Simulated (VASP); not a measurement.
Write the native input for VASP 6.6.1 that does the following.

```
Task                   : single point
Functional             : PBEsol
Potentials or basis    : VASP PAW PBE potentials, release 64 (Al, N)
Cutoff                 : 600 eV
k mesh                 : 10 × 10 × 10
Occupations            : gaussian, width 0.02 eV
Spin                   : no spin polarisation
Dipole correction      : no
Further INCAR settings : ALGO = Normal; EDIFF = 1e-06; NBANDS = 11
```

The structure of AlN lies in POSCAR:

```
AlN
1.0
    0.0000000000      2.0622582894      2.0622582894
    2.0622582894      0.0000000000      2.0622582894
    2.0622582894      2.0622582894      0.0000000000
Al N
1 1
Direct
    0.5000000000      0.5000000000      0.5000000000
    0.0000000000      0.0000000000      0.0000000000
```

The input as run:

INCAR

```
SYSTEM = AlN
  PREC = Accurate
  ENCUT = 600
  EDIFF = 1E-6
  ISMEAR = 0
  SIGMA = 0.02
  LREAL = .FALSE.
  LASPH = .TRUE.
  NELM = 120
  ALGO = Normal
  ISIF = 2
  LWAVE = .FALSE.
  LCHARG = .FALSE.
  GGA = PS
  NBANDS = 11
  GGA_COMPAT = .FALSE.
```

KPOINTS

```
regular mesh
0
G
  10 10 10
  0 0 0
```

Potentials or basis: VASP PAW PBE potentials, release 64 (Al, N).

Launch:

```bash
$ cat potpaw_PBE.64/Al/POTCAR potpaw_PBE.64/N/POTCAR > POTCAR
$ mpirun -np 1 vasp_std > vasp.out
```

Results of the run:

```yaml
Pressure: -13.9 GPa
Band_gap_on_the_k_mesh: 4.00 eV (least direct gap 4.84 eV)
```

Caveat: the cell stands under tension; the PAW data sets were made with another functional, which shifts forces and pressure a little.

Run time: 11 s on 1 thread of Intel Xeon 8259CL, on a shared host, peak memory 0.14 GiB.
